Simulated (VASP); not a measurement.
# Br (Cmce) in VASP: further runs

Br is run at these levels: PBE, PBE0; tasks: single point, relaxation of cell and atoms.

All numbers are computed with VASP 6.6.1; they aren't measurements. Logs are shortened: lines on timing, memory, paths and dates and some standing lists are left out, and cuts for length are marked.

**1. The cell of the first run**

Symmetry: Cmce, No. 64, orthorhombic system. The conventional cell has a = 8.586 Å, b = 4.269 Å, c = 8.733 Å, α = 90.00°, β = 90.00°, γ = 90.00°. Br (site symmetry m) has 3 Br at 2.39 to 3.14 Å within 3.2 Å.

**2. Single point, PBE**

Input file INCAR:

```
PREC = Accurate
ENCUT = 520
EDIFF = 1E-6
ISMEAR = -1
SIGMA = 0.05
LREAL = False
LASPH = True
NELM = 60
ALGO = Normal
ISIF = 2
LWAVE = False
LCHARG = False
GGA = PE
NBANDS = 22
```

Input file KPOINTS:

```
Automatic mesh
0
Gamma
  12 12 6
```

Input file POSCAR:

```
Br
1.0
    4.2931159844     -2.1343675280      0.0000000000
    4.2931159844      2.1343675280      0.0000000000
    0.0000000000      0.0000000000      8.7329383928
Br
4
Direct
    0.8591891476      0.1408108524      0.1182798855
    0.6408108524      0.3591891476      0.6182798855
    0.1408108524      0.8591891476      0.8817201145
    0.3591891476      0.6408108524      0.3817201145
```

Potentials or basis: VASP PAW PBE potentials, release 64 (Br).

The run is started by

```bash
$ cat potpaw_PBE.64/Br/POTCAR > POTCAR
$ mpirun -np 1 vasp_std > vasp.out
```

OUTCAR:

```text
PREC = Accurate
   ENCUT = 520
   EDIFF = 1E-6
   ISMEAR = -1
   LREAL = False
   LASPH = True
   NELM = 60
   ISIF = 2
   GGA = PE

 ion  position               nearest neighbor table
   1  0.859  0.141  0.118-   3 2.39
   2  0.641  0.359  0.618-   4 2.39
   3  0.141  0.859  0.882-   1 2.39
   4  0.359  0.641  0.382-   2 2.39

  LATTYP: Found a base centered orthorhombic cell.
 ALAT       =     4.2687350560
 B/A-ratio  =     2.0114230225
 C/A-ratio  =     2.0457906800

  Lattice vectors:

 A1 = (  -4.2931159844,  -2.1343675280,   0.0000000000)
 A2 = (   4.2931159844,  -2.1343675280,   0.0000000000)
 A3 = (   0.0000000000,   0.0000000000,   8.7329383928)

Analysis of symmetry for initial positions (statically):
=====================================================================
 Subroutine PRICEL returns:
 Original cell was already a primitive cell.

 Routine SETGRP: Setting up the symmetry group for a
 base centered orthorhombic supercell.

 Subroutine GETGRP returns: Found  8 space group operations
 (whereof  4 operations were pure point group operations)
 out of a pool of  8 trial point group operations.

The static configuration has the point symmetry C_2h.
 The point group associated with its full space group is D_2h.

Analysis of symmetry for dynamics (positions and initial velocities):
=====================================================================
 Subroutine PRICEL returns:
 Original cell was already a primitive cell.

 Routine SETGRP: Setting up the symmetry group for a
 base centered orthorhombic supercell.

 Subroutine GETGRP returns: Found  8 space group operations
 (whereof  4 operations were pure point group operations)
 out of a pool of  8 trial point group operations.

The dynamic configuration has the point symmetry C_2h.
 The point group associated with its full space group is D_2h.

 Subroutine INISYM returns: Found  8 space group operations
 (whereof  4 operations are pure point group operations),
 and found     1 'primitive' translations

----------------------------------------------------------------------------------------

                                     Primitive cell

  volume of cell :     160.0414

  direct lattice vectors                    reciprocal lattice vectors
     4.293115984 -2.134367528  0.000000000     0.116465523 -0.234261435  0.000000000
     4.293115984  2.134367528  0.000000000     0.116465523  0.234261435  0.000000000
     0.000000000  0.000000000  8.732938393     0.000000000  0.000000000  0.114508995

  length of vectors
     4.794410245  4.794410245  8.732938393     0.261615439  0.261615439  0.114508995

  position of ions in fractional coordinates (direct lattice)
     0.859189148  0.140810852  0.118279886
     0.640810852  0.359189148  0.618279886
     0.140810852  0.859189148  0.881720114
     0.359189148  0.640810852  0.381720114

  ion indices of the primitive-cell ions
   primitive index   ion index
                 1           1
                 2           2
                 3           3
                 4           4

----------------------------------------------------------------------------------------

 KPOINTS: Automatic mesh

Automatic generation of k-mesh.
 Grid dimensions read from file:
 generate k-points for:   12   12    6

 Generating k-lattice:

  Cartesian coordinates                     Fractional coordinates (reciprocal lattice)
     0.009705460 -0.019521786  0.000000000     0.083333333  0.000000000  0.000000000
     0.009705460  0.019521786  0.000000000     0.000000000  0.083333333  0.000000000
     0.000000000  0.000000000  0.019084833     0.000000000  0.000000000  0.166666667

  Length of vectors
     0.021801287  0.021801287  0.019084833

  Shift w.r.t. Gamma in fractional coordinates (k-lattice)
     0.000000000  0.000000000  0.000000000

 Subroutine IBZKPT returns following result:
 ===========================================

 Found    172 irreducible k-points:

 Following reciprocal coordinates:
            Coordinates               Weight
  0.000000  0.000000  0.000000      1.000000
  0.083333 -0.000000  0.000000      4.000000
  0.166667 -0.000000  0.000000      4.000000
  0.250000 -0.000000  0.000000      4.000000
  0.333333 -0.000000  0.000000      4.000000
  0.416667 -0.000000  0.000000      4.000000
[... 16 lines left out ...]
  0.500000  0.166667  0.000000      4.000000
 -0.416667  0.166667  0.000000      4.000000
 [... further k-points ...]
   k-points           NKPTS =    172   k-points in BZ     NKDIM =    172   number of bands    NBANDS=     22
   number of dos      NEDOS =    301   number of ions     NIONS =      4
   total plane-waves  NPLWV =  90720
   dimension x,y,z NGX =    36 NGY =   36 NGZ =   70
   dimension x,y,z NGXF=    72 NGYF=   72 NGZF=  140
   ions per type =               4
   NGX,Y,Z   is equivalent  to a cutoff of  12.48, 12.48, 13.33 a.u.
   NGXF,Y,Z  is equivalent  to a cutoff of  24.97, 24.97, 26.65 a.u.
 SYSTEM =  unknown system
   PREC   = accura    normal or accurate (medium, high low for compatibility)
   ISTART =      0    job   : 0-new  1-cont  2-samecut
   ICHARG =      2    charge: 1-file 2-atom 10-const
   ISPIN  =      1    spin polarized calculation?
   LNONCOLLINEAR =      F non collinear calculations
   LSORBIT =      F    spin-orbit coupling
   LASPH  =      T    aspherical Exc in radial PAW
   ENCUT  =  520.0 eV  38.22 Ry    6.18 a.u.   8.91  8.91 16.24*2*pi/ulx,y,z
   NELM   =     60;   NELMIN=  2; NELMDL= -5     # of ELM steps
   EDIFF  = 0.1E-05   stopping-criterion for ELM
   LREAL  =      F    real-space projection
   EDIFFG = 0.1E-04   stopping-criterion for IOM
   NSW    =      0    number of steps for IOM
   IBRION =     -1    ionic relax: 0-MD 1-quasi-New 2-CG
   NFREE  =      0    steps in history (QN), initial steepest desc. (CG)
   ISIF   =      2    stress and relaxation
   ISYM   =      2    0-nonsym 1-usesym 2-fastsym
   POTIM  = 0.5000    time-step for ionic-motion
   TEBEG  =    0.0;   TEEND  =   0.0 temperature during run
   PSTRESS=    0.0 pullay stress
   NELECT =      28.0000    total number of electrons
   NUPDOWN=      -1.0000    fix difference up-down
   EMIN   =  10.00;   EMAX   =-10.00  energy-range for DOS
   EFERMI =   0.00;   METHOD = LEGACY
   ISMEAR =    -1;   SIGMA  =   0.05  broadening in eV -4-tet -1-fermi 0-gaus
   EFERMI_NEDOS =   21; number of points for ismear=-14 and -15
   IALGO  =     38    algorithm
   IMIX   =      4    mixing-type and parameters
     AMIX     =   0.40;   BMIX     =  1.00
     AMIX_MAG =   1.60;   BMIX_MAG =  1.00
  volume/ion in A,a.u.               =      40.01       270.00
  Fermi-wavevector in a.u.,A,eV,Ry     =   0.915623  1.730277 11.406659  0.838366
  Thomas-Fermi vector in A             =   2.040386
   LORBIT       =      0    0 simple, 1 ext, 2 COOP (PROOUT), +10 PAW based schemes
   GGA     = PE    functional components
   LHFCALC =     F    Hartree Fock is set to
   AEXX    =    0.0000 exact exchange contribution
   IVDW    =     0    specifies the selected vdW correction
   LEPSILON=     F    determine dielectric tensor
   LRPA    =     F    only Hartree local field effects (RPA)
 non-spin polarized calculation
  energy-cutoff  :      520.00
  volume of cell :      160.04
 maximum number of plane-waves:      4337
   NGX = 17   NGY = 17   NGZ = 33

 number of electron      27.9999999 magnetization

 Free energy of the ion-electron system (eV)
  ---------------------------------------------------
  ext. energy  EPLUGINS =         0.00000000
  ---------------------------------------------------
  free energy    TOTEN  =        -6.56921218 eV

  energy without entropy =       -6.56921195  energy(sigma->0) =       -6.56921207

 E-fermi :  -0.6031     XC(G=0):  -7.0575

 val. band max:       -1.2676637649   @ k =   0.0000   0.0000   0.0000
 cond. band min:       0.0834350754   @ k =   0.0833  -0.0000   0.0000
 fundamental gap:      1.3510988403
 Fermi energy:        -0.6030959601

 k-point     1 :       0.0000    0.0000    0.0000
  band No.  band energies     occupation
      1     -16.8984      2.00000
      2     -16.3677      2.00000
      3     -14.7489      2.00000
      4     -13.7729      2.00000
      5      -6.1400      2.00000
      6      -4.8791      2.00000
[... 14 lines left out ...]
     21       8.0823      0.00000
     22       8.1077      0.00000

 k-point     2 :       0.0833   -0.0000    0.0000
  band No.  band energies     occupation
      1     -16.8817      2.00000
      2     -16.3671      2.00000
      3     -14.7351      2.00000
      4     -13.7946      2.00000
      5      -6.1420      2.00000
      6      -4.9416      2.00000
[... 14 lines left out ...]
     21       8.1213      0.00000
     22       8.2297      0.00000

 k-point     3 :       0.1667   -0.0000    0.0000
  band No.  band energies     occupation
      1     -16.8337      2.00000
      2     -16.3675      2.00000
      3     -14.6947      2.00000
      4     -13.8570      2.00000
      5      -6.1511      2.00000
      6      -5.1298      2.00000
[... 14 lines left out ...]
     21       7.7049      0.00000
     22       8.1037      0.00000

 k-point     4 :       0.2500   -0.0000    0.0000
  band No.  band energies     occupation
      1     -16.7607      2.00000
      2     -16.3742      2.00000
      3     -14.6300      2.00000
      4     -13.9527      2.00000
      5      -6.1699      2.00000
      6      -5.4080      2.00000
[... 14 lines left out ...]
     21       7.4745      0.00000
     22       8.0717      0.00000

 k-point     5 :       0.3333   -0.0000    0.0000
  band No.  band energies     occupation
      1     -16.6723      2.00000
      2     -16.3947      2.00000
      3     -14.5444      2.00000
      4     -14.0704      2.00000
      5      -6.1870      2.00000
      6      -5.6983      2.00000
[... 14 lines left out ...]
     21       7.8845      0.00000
     22       8.1476      0.00000

 k-point     6 :       0.4167   -0.0000    0.0000
  band No.  band energies     occupation
      1     -16.5809      2.00000
      2     -16.4355      2.00000
      3     -14.4413      2.00000
      4     -14.1978      2.00000
      5      -6.1736      2.00000
      6      -5.9379      2.00000
[... 14 lines left out ...]
     21       8.6231      0.00000
     22       8.8755      0.00000

 k-point     7 :       0.5000   -0.0000    0.0000
  band No.  band energies     occupation
      1     -16.4988      2.00000
      2     -16.4988      2.00000
      3     -14.3241      2.00000
      4     -14.3241      2.00000
      5      -6.0971      2.00000
      6      -6.0971      2.00000
[... 324 lines left out ...]
      6      -4.9546      2.00000
[... 14 lines left out ...]
     21       7.5977      0.00000
     22       7.9047      0.00000

 k-point    21 :       0.3333    0.1667    0.0000
  band No.  band energies     occupation
      1     -16.8186      2.00000
      2     -16.3584      2.00000
      3     -14.6811      2.00000
      4     -13.8564      2.00000
      5      -6.1343      2.00000
      6      -5.1462      2.00000
[... 14 lines left out ...]
     21       7.4923      0.00000
     22       8.2081      0.00000

 k-point    22 :       0.4167    0.1667    0.0000
  band No.  band energies     occupation
      1     -16.7458      2.00000
      2     -16.3667      2.00000
      3     -14.6164      2.00000
      4     -13.9538      2.00000
      5      -6.1532      2.00000
      6      -5.4263      2.00000
[... 14 lines left out ...]
     21       7.8533      0.00000
     22       8.5362      0.00000

 k-point    23 :       0.5000    0.1667    0.0000
  band No.  band energies     occupation
      1     -16.6598      2.00000
      2     -16.3906      2.00000
      3     -14.5322      2.00000
      4     -14.0737      2.00000
      5      -6.1710      2.00000
      6      -5.7160      2.00000
[... 14 lines left out ...]
     21       8.2724      0.00000
     22       8.7681      0.00000

 k-point    24 :      -0.4167    0.1667    0.0000
  band No.  band energies     occupation
      1     -16.5723      2.00000
      2     -16.4355      2.00000
      3     -14.4315      2.00000
      4     -14.2032      2.00000
      5      -6.1579      2.00000
      6      -5.9531      2.00000
[... 14 lines left out ...]
     21       8.6860      0.00000
     22       9.0114      0.00000

 [... further k-points ...]

------------------------ aborting loop because EDIFF is reached ----------------------------------------

  FORCE on cell =-STRESS in cart. coord.  units (eV):
  Direction    XX          YY          ZZ          XY          YZ          ZX
  --------------------------------------------------------------------------------------
  -------------------------------------------------------------------------------------
  Total        0.0151524     -0.0086672     -0.0305783      0.0000000      0.0000000      0.0000000
  in kB        0.1516909     -0.0867672     -0.3061203      0.0000000      0.0000000      0.0000000
  external PRESSURE =      -0.0803989 kB  Pullay stress =       0.0000000 kB

 VOLUME and BASIS-vectors are now :
 -----------------------------------------------------------------------------
  energy-cutoff  :      520.00
  volume of cell :      160.04
      direct lattice vectors                 reciprocal lattice vectors
     4.293115984 -2.134367528  0.000000000     0.116465523 -0.234261435  0.000000000
     4.293115984  2.134367528  0.000000000     0.116465523  0.234261435  0.000000000
     0.000000000  0.000000000  8.732938393     0.000000000  0.000000000  0.114508995

 POSITION                                       TOTAL-FORCE (eV/Angst)
 -----------------------------------------------------------------------------------
      4.29312     -1.53328      1.03293         0.000000      0.004743      0.005496
      4.29312     -0.60108      5.39940         0.000000     -0.004743      0.005496
      4.29312      1.53328      7.70001         0.000000     -0.004743     -0.005496
      4.29312      0.60108      3.33354         0.000000      0.004743     -0.005496
 -----------------------------------------------------------------------------------
    total drift:                               -0.000000     -0.000000     -0.000000

  FREE ENERGIE OF THE ION-ELECTRON SYSTEM (eV)
  ---------------------------------------------------
  free  energy   TOTEN  =        -6.5692121838 eV

  energy  without entropy=       -6.5692119524  energy(sigma->0) =       -6.56921207
```

Wall time 5.5 min (1 thread of AMD EPYC 9R45 (Zen 5), shared host); peak memory 0.55 GiB.

Results:

```
Free energy            : -6.5692 eV
Pressure               : 0.0 GPa
Largest force          : 0.007 eV/Å
Band gap on the k mesh : 1.35 eV
```

Forces in eV/Å, atoms in the order of the input:
```
Br   0.000  0.005  0.005
Br   0.000 -0.005  0.005
Br   0.000 -0.005 -0.005
Br   0.000  0.005 -0.005
```

Caveat: this functional lacks dispersion, which holds the molecules together, so the pressure and a relaxed volume are unreliable. A k mesh can miss the band edges.

[end of part 1 of 3]
